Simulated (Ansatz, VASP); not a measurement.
**KF in VASP and in Ansatz**

Contents of INCAR:

```
PREC = Accurate
ENCUT = 520
EDIFF = 1E-7
ISMEAR = 0
SIGMA = 0.05
LREAL = F
LASPH = T
NELM = 100
ALGO = Normal
ISIF = 2
LWAVE = F
LCHARG = F
GGA = PE
NBANDS = 15
```

KPOINTS

```
regular mesh
0
Gamma
  8 8 8
```

Contents of POSCAR:

```
KF
1.0
   -0.0293404613      2.7386275859      2.7386275859
    2.7386275859     -0.0293404613      2.7386275859
    2.7386275859      2.7386275859     -0.0293404613
K F
1 1
Direct
    0.0000000000      0.0000000000      0.0000000000
    0.5000000000      0.5000000000      0.5000000000
```

Input for Ansatz:

```yaml
crystal:
  lattice:
    - [-0.0293404613, 2.7386275859, 2.7386275859]
    - [2.7386275859, -0.0293404613, 2.7386275859]
    - [2.7386275859, 2.7386275859, -0.0293404613]
  atoms:
    - { symbol: K, position: [0.0, 0.0, 0.0] }
    - { symbol: F, position: [0.5, 0.5, 0.5] }
basis:
  ecutwfc: 520.0
kpoints:
  mp_grid: { grid: [8, 8, 8] }
hamiltonian:
  xc: pbe
scf:
  occupations: { method: gaussian, width: 0.05 }
output:
  forces: true
  stress: true
  eigenvalues: true
```

Alike in both runs: task single point; functional PBE; k mesh 8 × 8 × 8; occupations gaussian, width 0.05 eV; no spin polarisation.

|  | VASP | Ansatz |
| --- | --- | --- |
| version | VASP 6.6.1 | Ansatz 0.2.0 |
| potentials or method | VASP PAW PBE potentials, release 64 (K_sv, F), cutoff 520 eV | scalar-relativistic, plane waves, PAW |
| valence electrons in the cell | 16 | 16 |

|  | VASP | Ansatz | Ansatz less VASP |
| --- | --- | --- | --- |
| gap on the k mesh at the Fermi level (eV) | 5.71 | 5.72 | +0.014 |
| least direct gap on the mesh (eV) | 5.71 | 5.72 | +0.014 |
| pressure (GPa) | -1.2 | -1.2 | +0.02 |
| traceless stress, the component that is largest in VASP (GPa) | 0.14 | 0.14 | +0.001 |

The functional is the same, so the differences come from potentials, cutoffs and numerics.
